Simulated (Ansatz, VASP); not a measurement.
# SnO2 in VASP and in Ansatz

```
CELL_PARAMETERS angstrom
3.23783 0.00000 0.00000
-1.61892 2.80405 0.00000
0.00000 0.00000 10.41883
ATOMIC_POSITIONS crystal
Sn 0.88302 0.00000 0.50000
Sn 0.11698 0.00000 0.00000
O 0.54821 0.33333 0.40179
O 0.78513 0.33333 0.09821
O 0.21487 0.66667 0.59821
O 0.45179 0.66667 0.90179
```

Change from the starting cell: mode 1 frozen in at -0.380 Å, equal normal strain along x, y and z +0.0083.

Alike in both runs: task single point; functional PBE; dispersion D3(BJ); k mesh 12 × 12 × 4; occupations gaussian, width 0.05 eV; no spin polarisation.

|  | VASP | Ansatz |
| --- | --- | --- |
| version | VASP 6.6.1 | Ansatz 0.2.0 |
| potentials or method | VASP PAW PBE potentials, release 64 (Sn_d, O), cutoff 520 eV | scalar-relativistic, plane waves, PAW |
| valence electrons in the cell | 52 | 52 |

VASP gave:

```
gap on the k mesh at the Fermi level (eV)                     : 1.97
least direct gap on the mesh (eV)                             : 2.28
pressure (GPa)                                                : -2.8
traceless stress, the component that is largest in VASP (GPa) : 0.50
rms of the force components (eV/Å)                            : 0.091
```

Q: Which values does Ansatz return?

A: gap on the k mesh at the Fermi level (eV): 1.99; least direct gap on the mesh (eV): 2.30; pressure (GPa): -3.3; traceless stress, the component that is largest in VASP (GPa): 0.83; rms of the force components (eV/Å): 0.115.

Atom by atom the forces differ by 0.025 eV/Å (rms over components).
